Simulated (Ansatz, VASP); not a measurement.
# One calculation of FeO, two programs

The input INCAR:

```
SYSTEM = FeO
ALGO     = Normal         ! electronic algorithm
EDIFF    = 1E-7           ! SCF threshold, eV
ENCUT    = 520            ! plane-wave cutoff, eV
GGA      = PE             ! functional
ISIF     = 2              ! what is computed and relaxed
ISMEAR   = 0              ! smearing method
ISPIN    = 2              ! spin polarisation
LASPH    = .TRUE.         ! aspherical terms in the spheres
LCHARG   = .TRUE.         ! write CHGCAR
LDAU     = .TRUE.         ! DFT+U
LDAUJ    = 0 0          
LDAUL    = 2 -1           ! shell
LDAUPRINT= 1            
LDAUTYPE = 2            
LDAUU    = 5.3 0          ! U, eV
LELF     = .TRUE.         ! ELF
LMAXMIX  = 4              ! l up to which the mixer works
LORBIT   = 11             ! projections on sites
LREAL    = .FALSE.        ! projectors in reciprocal space
LVHAR    = .TRUE.       
LWAVE    = .FALSE.        ! write WAVECAR
MAGMOM   = -3.74 3.74 0 0 ! initial moments
NBANDS   = 26             ! bands
NELM     = 150            ! most SCF steps
PREC     = Accurate       ! precision mode
SIGMA    = 0.02           ! smearing width, eV
```

File KPOINTS:

```
k-points
0
G
  10 10 6
  0 0 0
```

POSCAR

```
FeO
1.0
    2.6529231604     -1.6241342783      0.0247482073
    2.6529231604      1.6241342783      0.0247482073
   -1.3147081794      0.0000000000      5.0547240432
Fe O
2 2
Direct
    0.5000000000      0.5000000000      0.5000000000
    0.0000000000      0.0000000000      0.0000000000
    0.7500000000      0.7500000000      0.2500000000
    0.2500000000      0.2500000000      0.7500000000
```

Input for Ansatz:

```yaml
crystal:
  lattice:
    - [2.6529231604, -1.6241342783, 0.0247482073]
    - [2.6529231604, 1.6241342783, 0.0247482073]
    - [-1.3147081794, 0.0, 5.0547240432]
  atoms:
    - { symbol: Fe, position: [0.5, 0.5, 0.5], spin: -3.74 }
    - { symbol: Fe, position: [0.0, 0.0, 0.0], spin: 3.74 }
    - { symbol: O, position: [0.75, 0.75, 0.25] }
    - { symbol: O, position: [0.25, 0.25, 0.75] }
basis:
  ecutwfc: 420
kpoints:
  mp_grid: { grid: [10, 10, 6] }
  band_path: { path: [VBM, CBM], npoints: 2 }
hamiltonian:
  xc: pbe
  hubbard: { sites: [{ species: Fe, l: d, u_eff: 5.3 }] }
scf:
  occupations: { method: gaussian, width: 0.02 }
output:
  forces: false
  stress: false
  eigenvalues: true
  populations: true
magnetization:
  spin_polarized: true
checkpoint:
  read: start.run
  write: ck
  compress: false
  write_wavefunctions: false
  write_every: 100000
```

Alike in both runs: task single point; functional PBE; k mesh 10 × 10 × 6; occupations gaussian, width 0.02 eV; collinear spin; Hubbard terms Fe d U = 5.3 eV.

```csv
,VASP,Ansatz
version,VASP 6.6.1,Ansatz 0.2.0
potentials or method,"VASP PAW PBE potentials, release 64 (Fe, O), cutoff 520 eV","scalar-relativistic, plane waves, PAW"
valence electrons in the cell,28,44
```

Ansatz gave:

- gap on the k mesh at the Fermi level (eV): 2.09
- least direct gap on the mesh (eV): 2.45
- net moment per atom (μB): 0.00
- size of the moment on the site where the two differ most (μB): 3.40

Estimate VASP's values.

gap on the k mesh at the Fermi level (eV): 2.14; least direct gap on the mesh (eV): 2.39; net moment per atom (μB): 0.00; size of the moment on the site where the two differ most (μB): 3.76.

Site moments also hang on the region over which each program counts them. The programs project onto different local orbitals, so the same U acts differently, and such runs can settle in different states. VASP's potentials hold 28 valence electrons a cell and Ansatz's 44, so a difference there can come from the potentials and not from the codes. Ansatz's warnings: look outside group, minimisation memory short, stability check not made.
